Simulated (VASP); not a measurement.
HfN: single point with LDA

The system is HfN.

```
CELL_PARAMETERS angstrom
3.06993 0.00000 0.00000
-1.53497 2.65864 0.00000
0.00000 0.00000 5.30619
ATOMIC_POSITIONS crystal
Hf 0.33333 0.66667 0.25000
Hf 0.66667 0.33333 0.75000
N 0.00000 0.00000 0.50000
N 0.00000 0.00000 0.00000
```

```yaml
Program: VASP 6.6.1
Task: single point
Functional: LDA
Potentials_or_basis: VASP PAW LDA potentials, release 64 (Hf_pv, N)
Cutoff: 520 eV
k_mesh: 10 × 10 × 5
Occupations: fermi-dirac, width 0.05 eV
Spin: no spin polarisation
Dipole_correction: no
Further_INCAR_settings: ALGO = Normal; EDIFF = 1e-06; NBANDS = 23
```

```json
{
  "Pressure": "8.2 GPa",
  "Band gap on the k mesh": "zero (bands 15 and 16 overlap by 1.89 eV)"
}
```

Stress tensor (GPa, compression positive):
```
8.38 0.00 0.00
0.00 8.38 0.00
0.00 0.00 7.91
```

Levels at points of the mesh, in eV from the Fermi level:
```tsv
k point	band 11	band 12	band 13	band 14	band 15	band 16	band 17	band 18	band 19	band 20
(0.00, 0.00, 0.00)	-5.02	-3.81	-3.81	-1.76	-0.81	0.62	0.62	1.54	1.82	1.82
(0.50, 0.00, 0.00)	-5.92	-5.84	-3.32	-3.02	-2.49	2.62	2.95	4.69	4.89	5.93
```

Run time: 64 s on 1 thread of AMD EPYC 7R13 (shared host), peak memory 0.14 GiB.

Caveat: the cell stands under pressure; spin-orbit coupling is left out, which moves the levels of the heavy elements.
